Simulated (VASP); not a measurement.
# Lu (P6_3/mmc) in VASP: notebook, part 2 of 2

VASP 6.6.1. The steps go on from the part before.

## 3. Single point, PBE

This run uses another cell than the first one, of 32.45 Å³/atom, 1.023 times its volume.

INCAR reads:

```
PREC = Accurate ; ENCUT = 520
EDIFF = 1E-7 ; ISMEAR = 1
SIGMA = 0.1 ; LREAL = False
LASPH = True ; NELM = 80
ALGO = Normal ; ISIF = 2
LWAVE = False ; LCHARG = False
GGA = PE ; NBANDS = 32
```

KPOINTS reads:

```
regular mesh
0
Gamma
  10 10 5
```

POSCAR reads:

```
Lu
1.0
    3.6161804725      0.0000000000      0.0000000000
   -1.8080902362      3.1317041518      0.0000000000
    0.0000000000      0.0000000000      5.7300836929
Lu
2
Direct
    0.3333333333      0.6666666667      0.2500000000
    0.6666666667      0.3333333333      0.7500000000
```

Potentials or basis: VASP PAW PBE potentials, release 64 (Lu).

The run is started by

```bash
$ cat potpaw_PBE.64/Lu/POTCAR > POTCAR
$ mpirun -np 1 vasp_std > vasp.out
```

OUTCAR:

```text
PREC = Accurate
   ENCUT = 520
   EDIFF = 1E-7
   ISMEAR = 1
   LREAL = False
   LASPH = True
   NELM = 80
   ISIF = 2
   GGA = PE

 ion  position               nearest neighbor table
   1  0.333  0.667  0.250-   2 3.55   2 3.55   2 3.55   2 3.55   2 3.55   2 3.55
   2  0.667  0.333  0.750-   1 3.55   1 3.55   1 3.55   1 3.55   1 3.55   1 3.55

  LATTYP: Found a hexagonal cell.
 ALAT       =     3.6161804725
 C/A-ratio  =     1.5845679541

  Lattice vectors:

 A1 = (   3.6161804725,   0.0000000000,   0.0000000000)
 A2 = (  -1.8080902362,   3.1317041518,   0.0000000000)
 A3 = (   0.0000000000,   0.0000000000,   5.7300836929)

Analysis of symmetry for initial positions (statically):
=====================================================================
 Subroutine PRICEL returns:
 Original cell was already a primitive cell.

 Routine SETGRP: Setting up the symmetry group for a
 hexagonal supercell.

 Subroutine GETGRP returns: Found 24 space group operations
 (whereof 12 operations were pure point group operations)
 out of a pool of 24 trial point group operations.

The static configuration has the point symmetry D_3d.
 The point group associated with its full space group is D_6h.

Analysis of symmetry for dynamics (positions and initial velocities):
=====================================================================
 Subroutine PRICEL returns:
 Original cell was already a primitive cell.

 Routine SETGRP: Setting up the symmetry group for a
 hexagonal supercell.

 Subroutine GETGRP returns: Found 24 space group operations
 (whereof 12 operations were pure point group operations)
 out of a pool of 24 trial point group operations.

The dynamic configuration has the point symmetry D_3d.
 The point group associated with its full space group is D_6h.

 Subroutine INISYM returns: Found 24 space group operations
 (whereof 12 operations are pure point group operations),
 and found     1 'primitive' translations

----------------------------------------------------------------------------------------

                                     Primitive cell

  volume of cell :      64.8921

  direct lattice vectors                    reciprocal lattice vectors
     3.616180472  0.000000000  0.000000000     0.276534871  0.159657482  0.000000000
    -1.808090236  3.131704152  0.000000000     0.000000000  0.319314964  0.000000000
     0.000000000  0.000000000  5.730083693     0.000000000  0.000000000  0.174517521

  length of vectors
     3.616180472  3.616180471  5.730083693     0.319314964  0.319314964  0.174517521

  position of ions in fractional coordinates (direct lattice)
     0.333333333  0.666666667  0.250000000
     0.666666667  0.333333333  0.750000000

  ion indices of the primitive-cell ions
   primitive index   ion index
                 1           1
                 2           2

----------------------------------------------------------------------------------------

 KPOINTS: regular mesh

Automatic generation of k-mesh.
 Grid dimensions read from file:
 generate k-points for:   10   10    5

 Generating k-lattice:

  Cartesian coordinates                     Fractional coordinates (reciprocal lattice)
     0.027653487  0.015965748  0.000000000     0.100000000 -0.000000000  0.000000000
     0.000000000  0.031931496  0.000000000     0.000000000  0.100000000  0.000000000
     0.000000000  0.000000000  0.034903504     0.000000000  0.000000000  0.200000000

  Length of vectors
     0.031931496  0.031931496  0.034903504

  Shift w.r.t. Gamma in fractional coordinates (k-lattice)
     0.000000000  0.000000000  0.000000000

 Subroutine IBZKPT returns following result:
 ===========================================

 Found     42 irreducible k-points:

 Following reciprocal coordinates:
            Coordinates               Weight
  0.000000  0.000000  0.000000      1.000000
  0.100000 -0.000000  0.000000      6.000000
  0.200000 -0.000000  0.000000      6.000000
  0.300000  0.000000  0.000000      6.000000
  0.400000  0.000000  0.000000      6.000000
  0.500000 -0.000000  0.000000      3.000000
[... 16 lines left out ...]
  0.300000  0.100000  0.200000     24.000000
  0.400000  0.100000  0.200000     24.000000
 [... further k-points ...]
   k-points           NKPTS =     42   k-points in BZ     NKDIM =     42   number of bands    NBANDS=     32
   number of dos      NEDOS =    301   number of ions     NIONS =      2
   total plane-waves  NPLWV =  37632
   dimension x,y,z NGX =    28 NGY =   28 NGZ =   48
   dimension x,y,z NGXF=    56 NGYF=   56 NGZF=   96
   ions per type =               2
   NGX,Y,Z   is equivalent  to a cutoff of  12.87, 12.87, 13.93 a.u.
   NGXF,Y,Z  is equivalent  to a cutoff of  25.74, 25.74, 27.85 a.u.
 SYSTEM =  unknown system
   PREC   = accura    normal or accurate (medium, high low for compatibility)
   ISTART =      0    job   : 0-new  1-cont  2-samecut
   ICHARG =      2    charge: 1-file 2-atom 10-const
   ISPIN  =      1    spin polarized calculation?
   LNONCOLLINEAR =      F non collinear calculations
   LSORBIT =      F    spin-orbit coupling
   LASPH  =      T    aspherical Exc in radial PAW
   ENCUT  =  520.0 eV  38.22 Ry    6.18 a.u.   6.72  6.72 10.65*2*pi/ulx,y,z
   NELM   =     80;   NELMIN=  2; NELMDL= -5     # of ELM steps
   EDIFF  = 0.1E-06   stopping-criterion for ELM
   LREAL  =      F    real-space projection
   EDIFFG = 0.1E-05   stopping-criterion for IOM
   NSW    =      0    number of steps for IOM
   IBRION =     -1    ionic relax: 0-MD 1-quasi-New 2-CG
   NFREE  =      0    steps in history (QN), initial steepest desc. (CG)
   ISIF   =      2    stress and relaxation
   ISYM   =      2    0-nonsym 1-usesym 2-fastsym
   POTIM  = 0.5000    time-step for ionic-motion
   TEBEG  =    0.0;   TEEND  =   0.0 temperature during run
   PSTRESS=    0.0 pullay stress
   NELECT =      50.0000    total number of electrons
   NUPDOWN=      -1.0000    fix difference up-down
   EMIN   =  10.00;   EMAX   =-10.00  energy-range for DOS
   EFERMI =   0.00;   METHOD = LEGACY
   ISMEAR =     1;   SIGMA  =   0.10  broadening in eV -4-tet -1-fermi 0-gaus
   EFERMI_NEDOS =   21; number of points for ismear=-14 and -15
   IALGO  =     38    algorithm
   IMIX   =      4    mixing-type and parameters
     AMIX     =   0.40;   BMIX     =  1.00
     AMIX_MAG =   1.60;   BMIX_MAG =  1.00
  volume/ion in A,a.u.               =      32.45       218.96
  Fermi-wavevector in a.u.,A,eV,Ry     =   1.500839  2.836175 30.647382  2.252519
  Thomas-Fermi vector in A             =   2.612288
   LORBIT       =      0    0 simple, 1 ext, 2 COOP (PROOUT), +10 PAW based schemes
   GGA     = PE    functional components
   LHFCALC =     F    Hartree Fock is set to
   AEXX    =    0.0000 exact exchange contribution
   IVDW    =     0    specifies the selected vdW correction
   LEPSILON=     F    determine dielectric tensor
   LRPA    =     F    only Hartree local field effects (RPA)
 non-spin polarized calculation
 Methfessel and Paxton  Order N= 1 SIGMA  =   0.10
  energy-cutoff  :      520.00
  volume of cell :       64.89
 maximum number of plane-waves:      1785
 NGX is ok and might be reduce to    28
   NGX = 13   NGY = 13   NGZ = 21

 number of electron      50.0000011 magnetization

 Free energy of the ion-electron system (eV)
  ---------------------------------------------------
  ext. energy  EPLUGINS =         0.00000000
  ---------------------------------------------------
  free energy    TOTEN  =        -8.94516748 eV

  energy without entropy =       -8.94269158  energy(sigma->0) =       -8.94434218

 E-fermi :   1.8189     XC(G=0): -10.1645

 val. band max:        1.8104287607   @ k =   0.1000   0.1000   0.0000
 cond. band min:       1.8197349668   @ k =   0.3000   0.3000   0.4000
 fundamental gap:      0.0093062060
 Fermi energy:         1.8188938992

 k-point     1 :       0.0000    0.0000    0.0000
  band No.  band energies     occupation
      1     -54.6498      2.00000
      2     -54.6299      2.00000
      3     -25.4705      2.00000
      4     -25.1863      2.00000
      5     -25.1863      2.00000
      6     -25.1311      2.00000
[... 24 lines left out ...]
     31       5.0773      0.00000
     32       5.0773      0.00000
[... 774 lines left out ...]
      2     -54.6272      2.00000
      3     -25.4278      2.00000
      4     -25.3771      2.00000
      5     -25.2890      2.00000
      6     -25.2523      2.00000
[... 24 lines left out ...]
     31       6.9052      0.00000
     32       7.3346      0.00000

 [... further k-points ...]

------------------------ aborting loop because EDIFF is reached ----------------------------------------

  FORCE on cell =-STRESS in cart. coord.  units (eV):
  Direction    XX          YY          ZZ          XY          YZ          ZX
  --------------------------------------------------------------------------------------
  -------------------------------------------------------------------------------------
  Total       -1.5312245     -1.5312245     -1.8108879     -0.0000000      0.0000000      0.0000000
  in kB      -37.8057337    -37.8057337    -44.7105845     -0.0000000      0.0000000      0.0000000
  external PRESSURE =     -40.1073506 kB  Pullay stress =       0.0000000 kB

 VOLUME and BASIS-vectors are now :
 -----------------------------------------------------------------------------
  energy-cutoff  :      520.00
  volume of cell :       64.89
      direct lattice vectors                 reciprocal lattice vectors
     3.616180472  0.000000000  0.000000000     0.276534871  0.159657482  0.000000000
    -1.808090236  3.131704152  0.000000000     0.000000000  0.319314964  0.000000000
     0.000000000  0.000000000  5.730083693     0.000000000  0.000000000  0.174517521

 POSITION                                       TOTAL-FORCE (eV/Angst)
 -----------------------------------------------------------------------------------
     -0.00000      2.08780      1.43252        -0.000000      0.000000      0.000000
      1.80809      1.04390      4.29756         0.000000     -0.000000      0.000000
 -----------------------------------------------------------------------------------
    total drift:                               -0.000000      0.000000     -0.000000

  FREE ENERGIE OF THE ION-ELECTRON SYSTEM (eV)
  ---------------------------------------------------
  free  energy   TOTEN  =        -8.9451674849 eV

  energy  without entropy=       -8.9426915843  energy(sigma->0) =       -8.94434218
```

stdout:

```text
POSCAR found type information on POSCAR Lu
 POSCAR found :  1 types and       2 ions
 scaLAPACK will be used
 LDA part: xc-table for (Slater+PW92), standard interpolation
 POSCAR, INCAR and KPOINTS ok, starting setup
 FFT: planning ... GRIDC
 FFT: planning ... GRID_SOFT
 FFT: planning ... GRID
 WAVECAR not read
 entering main loop
```

Wall time 2.9 min (1 thread of AMD EPYC 7R13, shared host); peak memory 0.2 GiB.

What came out:

* Free energy: -8.9452 eV
* Pressure: -4.0 GPa
* Band gap on the k mesh: zero (band 25 reaches 2.61 eV, above the bottom of band 26 at 1.34 eV)

Stress tensor (GPa, compression positive):
```
-3.78  0.00  0.00
 0.00 -3.78  0.00
 0.00  0.00 -4.47
```

Levels at points of the mesh, in eV from the Fermi level:
| k point | band 23 | band 24 | band 25 | band 26 | band 27 | band 28 |
| --- | --- | --- | --- | --- | --- | --- |
| (0.00, 0.00, 0.00) | -5.11 | -2.28 | 0.29 | 2.10 | 2.10 | 2.35 |
| (0.50, 0.00, 0.00) | -2.26 | -1.27 | -0.68 | -0.37 | 1.37 | 1.85 |

Caveat: spin-orbit coupling is left out, which moves the levels of the heavy elements.
